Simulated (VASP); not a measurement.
Input of a VASP 6.6.1 run:

File INCAR:

```
SYSTEM = AlRu
ALGO     = Fast           ! electronic algorithm
EDIFF    = 1E-6           ! SCF threshold, eV
ENCUT    = 520            ! plane-wave cutoff, eV
GGA      = PS             ! functional
ISIF     = 2              ! what is computed and relaxed
ISMEAR   = 0              ! smearing method
LASPH    = .True.         ! aspherical terms in the spheres
LCHARG   = .True.         ! write CHGCAR
LELF     = .True.         ! ELF
LREAL    = .False.        ! projectors in reciprocal space
LVHAR    = .True.       
LWAVE    = .False.        ! write WAVECAR
NBANDS   = 16             ! bands
NELM     = 80             ! most SCF steps
PREC     = Accurate       ! precision mode
SIGMA    = 0.15           ! smearing width, eV
```

Contents of KPOINTS:

```
k-points
0
Gamma
  16 16 16
  0 0 0
```

File POSCAR:

```
AlRu
1.0
    2.9916000000      0.0000000000      0.0000000000
    0.0000000000      2.9916000000      0.0000000000
    0.0000000000      0.0000000000      3.0813480000
Al Ru
1 1
Direct
    0.0000000000      0.0000000000      0.0000000000
    0.5000000000      0.5000000000      0.5000000000
```

Potentials or basis: VASP PAW PBE potentials, release 64 (Al, Ru_pv).

The run is started by

```console
$ cat potpaw_PBE.64/Al/POTCAR potpaw_PBE.64/Ru_pv/POTCAR > POTCAR
$ mpirun -np 1 vasp_std > vasp.out
```

(1) Predict the pressure.

(2) What does it give for the band gap on the k mesh?

Answers

(1) -8.9 GPa.

(2) zero (an odd number of electrons rules out a gap without spin polarisation).

Caveat: the cell differs from its parent crystal (strain +0.0300 x Voigt [0, 0, 1, 0, 0, 0]); the cell stands under tension; the PAW data sets were made with another functional, which shifts forces and pressure a little.
